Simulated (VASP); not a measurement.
# KF (Fmmm) in VASP: notebook, part 2 of 2

VASP 6.6.1. The steps go on from the part before.

## Step 4: Single point, LDA (normal strain along x +0.0700, normal strain along z +0.0375)

Contents of INCAR:

```
PREC = Accurate
ENCUT = 520
EDIFF = 1E-6
ISMEAR = 0
SIGMA = 0.05
LREAL = F
LASPH = T
NELM = 80
ALGO = Normal
ISIF = 2
LWAVE = F
LCHARG = F
GGA = CA
NBANDS = 15
```

Contents of KPOINTS:

```
Automatic mesh
0
Gamma
  8 8 8
```

Contents of POSCAR:

```
KF
1.0
    0.0000000000      2.5817196783      2.6785341662
    2.7624400558      0.0000000000      2.6785341662
    2.7624400558      2.5817196783      0.0000000000
K F
1 1
Direct
    0.0000000000      0.0000000000      0.0000000000
    0.5000000000      0.5000000000      0.5000000000
```

Potentials or basis: VASP PAW LDA potentials, release 64 (K_sv, F).

Run with:

```
cat potpaw_LDA.64/K_sv/POTCAR potpaw_LDA.64/F/POTCAR > POTCAR
mpirun -np 1 vasp_std > vasp.out
```

OUTCAR:

```text
PREC = Accurate
   ENCUT = 520
   EDIFF = 1E-6
   ISMEAR = 0
   LREAL = F
   LASPH = T
   NELM = 80
   ISIF = 2
   GGA = CA

 ion  position               nearest neighbor table
   1  0.000  0.000  0.000-   2 2.58   2 2.58   2 2.68   2 2.68   2 2.76   2 2.76
   2  0.500  0.500  0.500-   1 2.58   1 2.58   1 2.68   1 2.68   1 2.76   1 2.76

  LATTYP: Found a face centered orthorhombic cell.
 ALAT       =     5.1634393566
 B/A-ratio  =     1.0375000000
 C/A-ratio  =     1.0700000000

  Lattice vectors:

 A1 = (  -2.7624400558,   0.0000000000,  -2.6785341662)
 A2 = (  -2.7624400558,   2.5817196783,   0.0000000000)
 A3 = (   0.0000000000,   2.5817196783,  -2.6785341662)

Analysis of symmetry for initial positions (statically):
=====================================================================
 Subroutine PRICEL returns:
 Original cell was already a primitive cell.

 Routine SETGRP: Setting up the symmetry group for a
 face centered orthorhombic supercell.

 Subroutine GETGRP returns: Found  8 space group operations
 (whereof  8 operations were pure point group operations)
 out of a pool of  8 trial point group operations.

The static configuration has the point symmetry D_2h.

Analysis of symmetry for dynamics (positions and initial velocities):
=====================================================================
 Subroutine PRICEL returns:
 Original cell was already a primitive cell.

 Routine SETGRP: Setting up the symmetry group for a
 face centered orthorhombic supercell.

 Subroutine GETGRP returns: Found  8 space group operations
 (whereof  8 operations were pure point group operations)
 out of a pool of  8 trial point group operations.

The dynamic configuration has the point symmetry D_2h.

 Subroutine INISYM returns: Found  8 space group operations
 (whereof  8 operations are pure point group operations),
 and found     1 'primitive' translations

----------------------------------------------------------------------------------------
[... 117 lines left out ...]
   LORBIT       =      0    0 simple, 1 ext, 2 COOP (PROOUT), +10 PAW based schemes
   GGA     = CA    functional components
   LHFCALC =     F    Hartree Fock is set to
   AEXX    =    0.0000 exact exchange contribution
   IVDW    =     0    specifies the selected vdW correction
   LEPSILON=     F    determine dielectric tensor
   LRPA    =     F    only Hartree local field effects (RPA)
 non-spin polarized calculation
 Gauss-broadening in eV      SIGMA  =   0.05
  energy-cutoff  :      520.00
  volume of cell :       38.21
 maximum number of plane-waves:      1046
   NGX = 13   NGY = 15   NGZ = 15

 number of electron      16.0000003 magnetization

 Free energy of the ion-electron system (eV)
  ---------------------------------------------------
  ext. energy  EPLUGINS =         0.00000000
  ---------------------------------------------------
  free energy    TOTEN  =        -9.02085668 eV

  energy without entropy =       -9.02085668  energy(sigma->0) =       -9.02085668

 E-fermi :  -2.9557     XC(G=0):  -9.1098

 val. band max:       -3.1747877373   @ k =   0.0000   0.0000   0.0000
 cond. band min:       2.5301948397   @ k =   0.0000   0.0000   0.0000
 fundamental gap:      5.7049825770
 Fermi energy:        -2.9556734826

 k-point     1 :       0.0000    0.0000    0.0000
  band No.  band energies     occupation
      1     -28.8612      2.00000
      2     -21.4565      2.00000
      3     -12.3423      2.00000
      4     -12.3387      2.00000
      5     -12.3304      2.00000
      6      -3.2824      2.00000
      7      -3.2450      2.00000
      8      -3.1748      2.00000
      9       2.5302      0.00000
     10       7.0927      0.00000
     11       7.2868      0.00000
     12       7.5031      0.00000
     13       8.7288      0.00000
     14       9.3294      0.00000
[... 401 lines left out ...]
      2     -21.5374      2.00000
      3     -12.5657      2.00000
      4     -12.4357      2.00000
      5     -12.3690      2.00000
      6      -3.8943      2.00000
      7      -3.5259      2.00000
      8      -3.4647      2.00000
      9       5.0393      0.00000
     10       6.1610      0.00000
     11       8.5790      0.00000
     12       8.6897      0.00000
     13      10.2183      0.00000
     14      10.3594      0.00000
     15      14.1687      0.00000

 [... further k-points ...]
[... 5 lines left out ...]
  --------------------------------------------------------------------------------------
  -------------------------------------------------------------------------------------
  Total       -1.0721303     -0.3435941     -0.8254674      0.0000000      0.0000000      0.0000000
  in kB      -44.9602823    -14.4087778    -34.6163600      0.0000000      0.0000000      0.0000000
  external PRESSURE =     -31.3284734 kB  Pullay stress =       0.0000000 kB

 VOLUME and BASIS-vectors are now :
 -----------------------------------------------------------------------------
  energy-cutoff  :      520.00
  volume of cell :       38.21
      direct lattice vectors                 reciprocal lattice vectors
     0.000000000  2.581719678  2.678534166    -0.180999403  0.193669361  0.186669263
     2.762440056  0.000000000  2.678534166     0.180999403 -0.193669361  0.186669263
     2.762440056  2.581719678  0.000000000     0.180999403  0.193669361 -0.186669263

 POSITION                                       TOTAL-FORCE (eV/Angst)
 -----------------------------------------------------------------------------------
      0.00000      0.00000      0.00000        -0.000000      0.000000      0.000000
      2.76244      2.58172      2.67853         0.000000      0.000000      0.000000
 -----------------------------------------------------------------------------------
    total drift:                                0.000000      0.000000      0.000000

  FREE ENERGIE OF THE ION-ELECTRON SYSTEM (eV)
  ---------------------------------------------------
  free  energy   TOTEN  =        -9.0208566763 eV

  energy  without entropy=       -9.0208566763  energy(sigma->0) =       -9.02085668
```

OSZICAR:

```text
N       E                     dE             d eps       ncg     rms          rms(c)
DAV:   1     0.115817335843E+03    0.11582E+03   -0.81162E+03  2850   0.104E+03
DAV:   2    -0.513738220882E+01   -0.12095E+03   -0.10812E+03  3685   0.290E+02
DAV:   3    -0.100953806816E+02   -0.49580E+01   -0.49291E+01  3757   0.534E+01
DAV:   4    -0.102316148396E+02   -0.13623E+00   -0.13621E+00  3900   0.839E+00
DAV:   5    -0.102329129157E+02   -0.12981E-02   -0.12981E-02  3799   0.755E-01    0.611E+00
DAV:   6    -0.910270521531E+01    0.11302E+01   -0.32153E+00  2997   0.146E+01    0.412E+00
DAV:   7    -0.904903584241E+01    0.53669E-01   -0.83342E-02  3627   0.223E+00    0.244E+00
DAV:   8    -0.902069457792E+01    0.28341E-01   -0.49427E-02  3445   0.216E+00    0.212E-01
DAV:   9    -0.902069946219E+01   -0.48843E-05   -0.29600E-03  3382   0.470E-01    0.982E-02
DAV:  10    -0.902085331717E+01   -0.15385E-03   -0.27146E-04  3641   0.171E-01    0.496E-02
DAV:  11    -0.902085762765E+01   -0.43105E-05   -0.45014E-05  3908   0.756E-02    0.137E-02
DAV:  12    -0.902085667630E+01    0.95135E-06   -0.53007E-06  3749   0.261E-02
   1 F= -.90208567E+01 E0= -.90208567E+01  d E =-.324467E-12
```

stdout:

```text
POSCAR found type information on POSCAR K F
 POSCAR found :  2 types and       2 ions
 scaLAPACK will be used
 LDA part: xc-table for (Slater(with rela. corr.)+CA(PZ))
 , standard interpolation
 POSCAR, INCAR and KPOINTS ok, starting setup
 FFT: planning ... GRIDC
 FFT: planning ... GRID_SOFT
 FFT: planning ... GRID
 WAVECAR not read
 entering main loop
```

Run time: 32 s. Hardware: 1 thread of AMD EPYC 9R45 (Zen 5), shared host; peak memory 0.14 GiB.

Results:

```yaml
Free_energy: -9.0209 eV
Pressure: -3.1 GPa
Band_gap_on_the_k_mesh: 5.71 eV, direct
```

Stress tensor (GPa, compression positive):
```
-4.50  0.00  0.00
 0.00 -1.44  0.00
 0.00  0.00 -3.46
```

Levels at points of the mesh, in eV from the valence-band top:
| k point | band 5 | band 6 | band 7 | band 8 | band 9 | band 10 | band 11 | band 12 |
| --- | --- | --- | --- | --- | --- | --- | --- | --- |
| (0.00, 0.00, 0.00) | -9.16 | -0.11 | -0.07 | 0.00 | 5.71 | 10.27 | 10.46 | 10.68 |
| (0.50, 0.00, 0.00) | -9.16 | -0.91 | -0.44 | -0.43 | 8.70 | 10.13 | 11.73 | 12.12 |
| (0.50, 0.50, 0.00) | -9.35 | -0.28 | -0.17 | -0.05 | 7.87 | 10.03 | 11.30 | 13.51 |
| (0.50, 0.00, 0.50) | -9.41 | -0.17 | -0.17 | -0.13 | 7.72 | 10.10 | 11.63 | 13.51 |
| (0.00, 0.50, 0.50) | -9.33 | -0.35 | -0.12 | -0.04 | 7.97 | 10.03 | 11.02 | 13.54 |

Caveat: the cell differs from its parent crystal (normal strain along x +0.0700, normal strain along z +0.0375). A k mesh can miss the band edges.

## Step 5: Single point, LDA (normal strain along x +0.0525, normal strain along z +0.0750)

Contents of INCAR:

```
PREC = Accurate ; ENCUT = 520
EDIFF = 1E-6 ; ISMEAR = 0
SIGMA = 0.05 ; LREAL = F
LASPH = T ; NELM = 80
ALGO = Normal ; ISIF = 2
LWAVE = F ; LCHARG = F
NBANDS = 15
```

Contents of KPOINTS:

```
regular mesh
0
Gamma
  8 8 8
```

Contents of POSCAR:

```
KF
1.0
    0.0000000000      2.5817196783      2.7753486542
    2.7172599614      0.0000000000      2.7753486542
    2.7172599614      2.5817196783      0.0000000000
K F
1 1
Direct
    0.0000000000      0.0000000000      0.0000000000
    0.5000000000      0.5000000000      0.5000000000
```

Run with:

```
cat potpaw_LDA.64/K_sv/POTCAR potpaw_LDA.64/F/POTCAR > POTCAR
mpirun -np 1 vasp_std > vasp.out
```

It took 32 s on 1 thread of AMD EPYC 9R45 (Zen 5), shared host; peak memory 0.14 GiB.

It converged, with:

* Free energy: -9.0032 eV
* Pressure: -3.5 GPa
* Band gap on the k mesh: 5.60 eV, direct

Stress tensor (GPa, compression positive):
```
-4.18  0.00  0.00
 0.00 -1.71  0.00
 0.00  0.00 -4.75
```

Levels at points of the mesh, in eV from the valence-band top:
```tsv
k point	band 4	band 5	band 6	band 7	band 8	band 9	band 10	band 11	band 12	band 13
(0.00, 0.00, 0.00)	-9.24	-9.23	-0.11	-0.09	0.00	5.60	10.23	10.36	10.66	11.79
(0.50, 0.00, 0.00)	-9.30	-9.22	-0.90	-0.43	-0.42	8.61	9.99	11.61	12.04	14.08
(0.50, 0.50, 0.00)	-9.45	-9.39	-0.36	-0.15	-0.05	7.95	9.91	10.88	13.42	13.89
(0.50, 0.00, 0.50)	-9.50	-9.48	-0.18	-0.18	-0.16	7.67	10.00	11.54	13.41	13.98
(0.00, 0.50, 0.50)	-9.48	-9.40	-0.32	-0.17	-0.05	7.88	9.91	11.07	13.40	13.79
```

Caveat: the cell differs from its parent crystal (normal strain along x +0.0525, normal strain along z +0.0750). A k mesh can miss the band edges.

## Step 6: The runs side by side

```tsv
cell	gap on the mesh (eV)	pressure (GPa)
a = 3.862, b = 3.832, c = 3.619 Å, angles 62.4, 61.5, 56.1°, 2 atoms	5.71	-1.9
a = 3.790, b = 3.821, c = 3.683 Å, angles 60.6, 61.5, 57.9°, 2 atoms	5.78	-2.7
a = 3.720, b = 3.848, c = 3.781 Å, angles 58.4, 61.7, 59.9°, 2 atoms	5.71	-3.1
a = 3.790, b = 3.884, c = 3.748 Å, angles 59.5, 62.0, 58.5°, 2 atoms	5.60	-3.5
```

Alike in all rows: task single point; level LDA; potentials or basis VASP PAW LDA potentials, release 64 (K_sv, F); no spin polarisation; k mesh 8 × 8 × 8; cutoff (eV) 520; smearing gaussian 0.05 eV.

Total energies depend on the potentials used, so only differences within one code and one set of settings carry meaning.
